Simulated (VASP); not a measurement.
# Al3Ni2Pd (P-3m1) in VASP: single point with PBE

Aim: the single point of Al3Ni2Pd with PBE.

Program: VASP 6.6.1. These are calculated values, not measurements. Logs are shortened: lines on timing, memory, paths and dates and some standing lists are left out, and cuts for length are marked.

## Step 1: The cell of the first run

Symmetry: P-3m1, No. 164, trigonal system. Conventional cell: a = 4.180 Å, b = 4.180 Å, c = 5.149 Å, α = 90.00°, β = 90.00°, γ = 120.00°. Al (site symmetry 3m) has 5 Ni at 2.49 to 2.66 Å and 3 Pd at 2.59 Å and 6 Al at 2.92 to 3.06 Å within 3.3 Å. Al (site symmetry -3m) has 6 Ni at 2.56 Å and 2 Pd at 2.57 Å and 6 Al at 2.92 Å within 3.4 Å. Within 3.3 Å of Ni (site symmetry 3m) lie 8 Al at 2.49 to 2.66 Å and 3 Ni at 2.96 Å and 3 Pd at 2.96 Å. Within 3.4 Å of Pd (site symmetry -3m) lie 8 Al at 2.57 to 2.59 Å and 6 Ni at 2.96 Å.

## Step 2: Single point, PBE

The input, POSCAR:

```
Al3Ni2Pd
1.0
    4.1802303884      0.0000000000      0.0000000000
   -2.0901151942      3.6201857100      0.0000000000
    0.0000000000      0.0000000000      5.1489881000
Al Ni Pd
3 2 1
Direct
    0.3333333333      0.6666666667      0.1825060000
    0.6666666667      0.3333333333      0.8174940000
    0.0000000000      0.0000000000      0.5000000000
    0.3333333333      0.6666666667      0.6660000000
    0.6666666667      0.3333333333      0.3340000000
    0.0000000000      0.0000000000      0.0000000000
```

The input, INCAR.step1:

```
PREC = Accurate
ENCUT = 520
EDIFF = 1E-7
ISMEAR = 0
SIGMA = 0.1
LREAL = False
LASPH = True
NELM = 60
ALGO = Fast
ISIF = 2
LWAVE = False
LCHARG = True
LMAXMIX = 4
GGA = PE
NBANDS = 28
```

The input, KPOINTS.step1:

```
Automatic mesh
0
Gamma
  12 12 8
```

The input, INCAR.step2:

```
PREC = Accurate
ENCUT = 520
EDIFF = 1E-7
ISMEAR = -5
SIGMA = 0.1
LREAL = False
LASPH = True
NELM = 60
ALGO = Fast
ISIF = 2
LWAVE = False
LCHARG = False
LMAXMIX = 4
GGA = PE
LORBIT = 11
NEDOS = 2001
ICHARG = 11
```

The input, KPOINTS.step2:

```
Automatic mesh
0
Gamma
  18 18 12
```

Potentials or basis: VASP PAW PBE potentials, release 64 (Al, Ni, Pd).

On the command line:

```
$ cat potpaw_PBE.64/Al/POTCAR potpaw_PBE.64/Ni/POTCAR potpaw_PBE.64/Pd/POTCAR > POTCAR
$ cp INCAR.step1 INCAR
$ cp KPOINTS.step1 KPOINTS
$ mpirun -np 1 vasp_std > vasp.out
$ cp INCAR.step2 INCAR
$ cp KPOINTS.step2 KPOINTS
$ mpirun -np 1 vasp_std > vasp.out
```

OUTCAR:

```text
PREC = Accurate
   ENCUT = 520
   EDIFF = 1E-7
   ISMEAR = -5
   LREAL = False
   LASPH = True
   NELM = 60
   ISIF = 2
   GGA = PE
   LORBIT = 11
   ICHARG = 11

 ion  position               nearest neighbor table
   1  0.333  0.667  0.183-   4 2.49   5 2.54   5 2.54   5 2.54   6 2.59   6 2.59   6 2.59   4 2.66
                             3 2.92   3 2.92   3 2.92   2 3.06   2 3.06   2 3.06
   2  0.667  0.333  0.817-   5 2.49   4 2.54   4 2.54   4 2.54   6 2.59   6 2.59   6 2.59   5 2.66
                             3 2.92   3 2.92   3 2.92   1 3.06   1 3.06   1 3.06
   3  0.000  0.000  0.500-   4 2.56   5 2.56   4 2.56   5 2.56   5 2.56   4 2.56   6 2.57   6 2.57
                             1 2.92   2 2.92   1 2.92   2 2.92   1 2.92   2 2.92
   4  0.333  0.667  0.666-   1 2.49   2 2.54   2 2.54   2 2.54   3 2.56   3 2.56   3 2.56   1 2.66
                             5 2.96   5 2.96   5 2.96   6 2.96   6 2.96   6 2.96
   5  0.667  0.333  0.334-   2 2.49   1 2.54   1 2.54   1 2.54   3 2.56   3 2.56   3 2.56   2 2.66
                             4 2.96   4 2.96   4 2.96   6 2.96   6 2.96   6 2.96
   6  0.000  0.000  0.000-   3 2.57   3 2.57   1 2.59   2 2.59   1 2.59   2 2.59   2 2.59   1 2.59
                             5 2.96   4 2.96   5 2.96   4 2.96   5 2.96   4 2.96

  LATTYP: Found a hexagonal cell.
 ALAT       =     4.1802303884
 C/A-ratio  =     1.2317474449

  Lattice vectors:

 A1 = (   4.1802303884,   0.0000000000,   0.0000000000)
 A2 = (  -2.0901151942,   3.6201857100,   0.0000000000)
 A3 = (   0.0000000000,   0.0000000000,   5.1489881000)

Analysis of symmetry for initial positions (statically):
=====================================================================
 Subroutine PRICEL returns:
 Original cell was already a primitive cell.

 Routine SETGRP: Setting up the symmetry group for a
 hexagonal supercell.

 Subroutine GETGRP returns: Found 12 space group operations
 (whereof 12 operations were pure point group operations)
 out of a pool of 24 trial point group operations.

The static configuration has the point symmetry D_3d.

Analysis of symmetry for dynamics (positions and initial velocities):
=====================================================================
 Subroutine PRICEL returns:
 Original cell was already a primitive cell.

 Routine SETGRP: Setting up the symmetry group for a
 hexagonal supercell.

 Subroutine GETGRP returns: Found 12 space group operations
 (whereof 12 operations were pure point group operations)
 out of a pool of 24 trial point group operations.

The dynamic configuration has the point symmetry D_3d.

 Subroutine INISYM returns: Found 12 space group operations
 (whereof 12 operations are pure point group operations),
 and found     1 'primitive' translations

[... 121 lines left out ...]
   IALGO  =     68    algorithm
   IMIX   =      4    mixing-type and parameters
     AMIX     =   0.40;   BMIX     =  1.00
     AMIX_MAG =   1.60;   BMIX_MAG =  1.00
  volume/ion in A,a.u.               =      12.99        87.64
  Fermi-wavevector in a.u.,A,eV,Ry     =   1.299807  2.456278 22.987002  1.689497
  Thomas-Fermi vector in A             =   2.431046
   LORBIT       =     11    0 simple, 1 ext, 2 COOP (PROOUT), +10 PAW based schemes
   GGA     = PE    functional components
   LHFCALC =     F    Hartree Fock is set to
   AEXX    =    0.0000 exact exchange contribution
   IVDW    =     0    specifies the selected vdW correction
   LEPSILON=     F    determine dielectric tensor
   LRPA    =     F    only Hartree local field effects (RPA)
 non-spin polarized calculation
 RMM-DIIS sequential band-by-band and
 Fermi weights with tetrahedron method with Bloechl corrections
  energy-cutoff  :      520.00
  volume of cell :       77.92
 maximum number of plane-waves:      2149

 number of electron      38.9999990 magnetization

 Free energy of the ion-electron system (eV)
  ---------------------------------------------------
  ext. energy  EPLUGINS =         0.00000000
  ---------------------------------------------------
  free energy    TOTEN  =       -31.60003737 eV

  energy without entropy =      -31.60003737  energy(sigma->0) =      -31.60003737

 E-fermi :   9.9686     XC(G=0): -11.9531

 val. band max:       10.0171196024   @ k =   0.2778   0.1111   0.5000
 cond. band min:       9.9144723331   @ k =   0.3333   0.3333   0.0000
 fundamental gap:     -0.1026472693
 Fermi energy:         9.9686341125

 k-point     1 :       0.0000    0.0000    0.0000
  band No.  band energies     occupation
      1      -0.8256      2.00000
      2       3.4705      2.00000
      3       4.2227      2.00000
      4       4.9751      2.00000
      5       4.9751      2.00000
      6       5.6551      2.00000
[... 613 lines left out ...]
     22      11.9124      0.00000
     23      12.7650      0.00000

 [... further k-points ...]

------------------------ aborting loop because EDIFF is reached ----------------------------------------

  FORCE on cell =-STRESS in cart. coord.  units (eV):
  Direction    XX          YY          ZZ          XY          YZ          ZX
  --------------------------------------------------------------------------------------
  -------------------------------------------------------------------------------------
  Total       -0.0408600     -0.0408600     -0.0170372      0.0000000      0.0000000      0.0000000
  in kB       -0.8401478     -0.8401478     -0.3503134      0.0000000      0.0000000      0.0000000
  external PRESSURE =      -0.6768697 kB  Pullay stress =       0.0000000 kB

 VOLUME and BASIS-vectors are now :
 -----------------------------------------------------------------------------
  energy-cutoff  :      520.00
  volume of cell :       77.92
      direct lattice vectors                 reciprocal lattice vectors
     4.180230388  0.000000000  0.000000000     0.239221265  0.138114462  0.000000000
    -2.090115194  3.620185710  0.000000000     0.000000000  0.276228923  0.000000000
     0.000000000  0.000000000  5.148988100     0.000000000  0.000000000  0.194212917

 POSITION                                       TOTAL-FORCE (eV/Angst)
 -----------------------------------------------------------------------------------
     -0.00000      2.41346      0.93972        -0.000000      0.000000      0.009577
      2.09012      1.20673      4.20927        -0.000000     -0.000000     -0.009577
      0.00000      0.00000      2.57449        -0.000000      0.000000     -0.000000
     -0.00000      2.41346      3.42923        -0.000000      0.000000      0.005960
      2.09012      1.20673      1.71976         0.000000      0.000000     -0.005960
      0.00000      0.00000      0.00000        -0.000000      0.000000     -0.000000
 -----------------------------------------------------------------------------------
    total drift:                               -0.000000      0.000000      0.000000

  FREE ENERGIE OF THE ION-ELECTRON SYSTEM (eV)
  ---------------------------------------------------
  free  energy   TOTEN  =       -31.6000373739 eV

  energy  without entropy=      -31.6000373739  energy(sigma->0) =      -31.60003737

 total charge

# of ion       s       p       d       tot
------------------------------------------
    1        0.380   0.390   0.000   0.770
    2        0.380   0.390   0.000   0.770
    3        0.375   0.395   0.000   0.770
    4        0.448   0.461   8.464   9.374
    5        0.448   0.461   8.464   9.374
    6        0.551   0.658   8.609   9.818
--------------------------------------------------
tot          2.582   2.757  25.537  30.876
```

OSZICAR.step1:

```text
N       E                     dE             d eps       ncg     rms          rms(c)
DAV:   1     0.233154562842E+03    0.23315E+03   -0.16398E+04  7336   0.145E+03
DAV:   2    -0.185495416900E+02   -0.25170E+03   -0.23809E+03  7424   0.313E+02
DAV:   3    -0.343364196795E+02   -0.15787E+02   -0.15226E+02  8488   0.911E+01
DAV:   4    -0.347304666280E+02   -0.39405E+00   -0.39258E+00  8760   0.135E+01
DAV:   5    -0.347427628356E+02   -0.12296E-01   -0.12295E-01  8864   0.251E+00    0.190E+01
RMM:   6    -0.404687398534E+02   -0.57260E+01   -0.61068E+01  8171   0.740E+01    0.292E+01
RMM:   7    -0.318019603777E+02    0.86668E+01   -0.18224E+01  7340   0.416E+01    0.328E+00
RMM:   8    -0.316407812730E+02    0.16118E+00   -0.85958E-01  7515   0.723E+00    0.218E+00
RMM:   9    -0.316273515071E+02    0.13430E-01   -0.21722E-01  7946   0.187E+00    0.165E+00
RMM:  10    -0.316080524417E+02    0.19299E-01   -0.51112E-02  8164   0.208E+00    0.335E-01
RMM:  11    -0.316081691686E+02   -0.11673E-03   -0.46910E-03  8679   0.486E-01    0.184E-01
RMM:  12    -0.316081253203E+02    0.43848E-04   -0.83838E-04  8899   0.198E-01    0.864E-02
RMM:  13    -0.316081167289E+02    0.85914E-05   -0.37191E-04  8886   0.178E-01    0.380E-02
RMM:  14    -0.316081200592E+02   -0.33303E-05   -0.12921E-04  9339   0.982E-02    0.224E-02
RMM:  15    -0.316081223626E+02   -0.23034E-05   -0.56252E-05 10380   0.421E-02    0.573E-03
RMM:  16    -0.316081222835E+02    0.79121E-07   -0.41773E-06  9010   0.108E-02    0.439E-03
RMM:  17    -0.316081221612E+02    0.12224E-06   -0.84991E-07  8453   0.585E-03    0.237E-03
RMM:  18    -0.316081222178E+02   -0.56580E-07   -0.24588E-07  5525   0.400E-03
   1 F= -.31608122E+02 E0= -.31602795E+02  d E =-.106546E-01
```

Wall time 12 min (1 thread of AMD EPYC 9R14 (Zen 4), shared host); peak memory 0.76 GiB.

Results:

```
Valence electrons inside the program's atomic spheres : Al 0.77; Ni 9.37; Pd 9.82
```

Spin polarisation is off, so any magnetic state and its effect on volume and gap are missing.
